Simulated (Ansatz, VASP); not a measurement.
Two plane-wave programs on NaF

Contents of INCAR:

```
SYSTEM = NaF
PREC = Accurate ; ENCUT = 520
EDIFF = 1E-7 ; ISMEAR = 0
SIGMA = 0.05 ; LREAL = .FALSE.
LASPH = .TRUE. ; NELM = 100
ALGO = Normal ; ISIF = 2
LWAVE = .FALSE. ; LCHARG = .TRUE.
GGA = PE ; LELF = .TRUE.
LVHAR = .TRUE. ; NBANDS = 14
```

Contents of KPOINTS:

```
Automatic mesh
0
G
  8 8 8
  0 0 0
```

Contents of POSCAR:

```
NaF
1.0
    0.0000000000      2.3233000000      2.3813825000
    2.3233000000      0.0000000000      2.3813825000
    2.3233000000      2.3233000000      0.0000000000
Na F
1 1
Direct
    0.0000000000      0.0000000000      0.0000000000
    0.5000000000      0.5000000000      0.5000000000
```

Input for Ansatz:

```yaml
crystal:
  lattice:
    - [0.0, 2.3233, 2.3813825]
    - [2.3233, 0.0, 2.3813825]
    - [2.3233, 2.3233, 0.0]
  atoms:
    - { symbol: Na, position: [0.0, 0.0, 0.0] }
    - { symbol: F, position: [0.5, 0.5, 0.5] }
basis:
  ecutwfc: 420
kpoints:
  mp_grid: { grid: [8, 8, 8] }
hamiltonian:
  xc: pbe
scf:
  occupations: { method: gaussian, width: 0.05 }
output:
  forces: true
  stress: true
  eigenvalues: true
```

Change from the starting cell: strain +0.000 along x and y, +0.025 along z, atoms carried along.

Alike in both runs: task single point; functional PBE; k mesh 8 × 8 × 8; occupations gaussian, width 0.05 eV; no spin polarisation.

|  | VASP | Ansatz |
| --- | --- | --- |
| version | VASP 6.6.1 | Ansatz 0.2.0 |
| potentials or method | VASP PAW PBE potentials, release 64 (Na_pv, F), cutoff 520 eV | scalar-relativistic, plane waves, PAW |
| valence electrons in the cell | 14 | 16 |

VASP gave:

```
gap on the k mesh at the Fermi level (eV)                     : 6.12
least direct gap on the mesh (eV)                             : 6.12
pressure (GPa)                                                : 0.4
traceless stress, the component that is largest in VASP (GPa) : -1.17
```

Problem. Which values does Ansatz return?

Solution. gap on the k mesh at the Fermi level (eV): 6.14; least direct gap on the mesh (eV): 6.14; pressure (GPa): 0.5; traceless stress, the component that is largest in VASP (GPa): -1.14.

With one functional, cell and mesh, what is left measures potentials, basis and numerics. VASP's potentials hold 14 valence electrons a cell and Ansatz's 16, so a difference there can come from the potentials and not from the codes.
